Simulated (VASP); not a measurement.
A run of VASP 6.6.1 is set up as follows.

INCAR

```
SYSTEM = AlRu
ALGO = Normal
EDIFF = 1E-6
ENCUT = 520
GGA = PE
ISIF = 2
ISMEAR = 0
LASPH = .TRUE.
LCHARG = .FALSE.
LREAL = .FALSE.
LWAVE = .FALSE.
NBANDS = 25
NELM = 60
PREC = Accurate
SIGMA = 0.1
```

KPOINTS

```
k-points
0
G
  6 6 4
  0 0 0
```

POSCAR

```
AlRu
1.0
    2.4743771019     -4.5890484742      0.0000000000
    2.4743771019      4.5890484742      0.0000000000
    0.0000000000      0.0000000000      2.7710951338
Al Ru
2 2
Direct
    0.2815315471      0.7184684529      0.5000000000
    0.7184684529      0.2815315471      0.5000000000
    0.5000000000      0.5000000000      0.0000000000
    0.0000000000      0.0000000000      0.5000000000
```

Potentials or basis: VASP PAW PBE potentials, release 64 (Al, Ru_pv).

Command:

```console
$ cat potpaw_PBE.64/Al/POTCAR potpaw_PBE.64/Ru_pv/POTCAR > POTCAR
$ mpirun -np 1 vasp_std > vasp.out
```

Question: Predict the pressure.

Answer: -0.1 GPa.

Question: Predict the band gap on the k mesh.

Answer: Zero (bands 17 and 18 overlap by 1.98 eV).

Question: Estimate the largest force.

Answer: 0.006 eV/Å.

Forces in eV/Å, atoms in the order of the input:
```
Al   0.000  0.006  0.000
Al   0.000 -0.006  0.000
Ru   0.000  0.000  0.000
Ru   0.000  0.000  0.000
```

Caveat: the k points lie up to 0.57 Å⁻¹ apart, too coarse for converged energies and pressures of a metal.
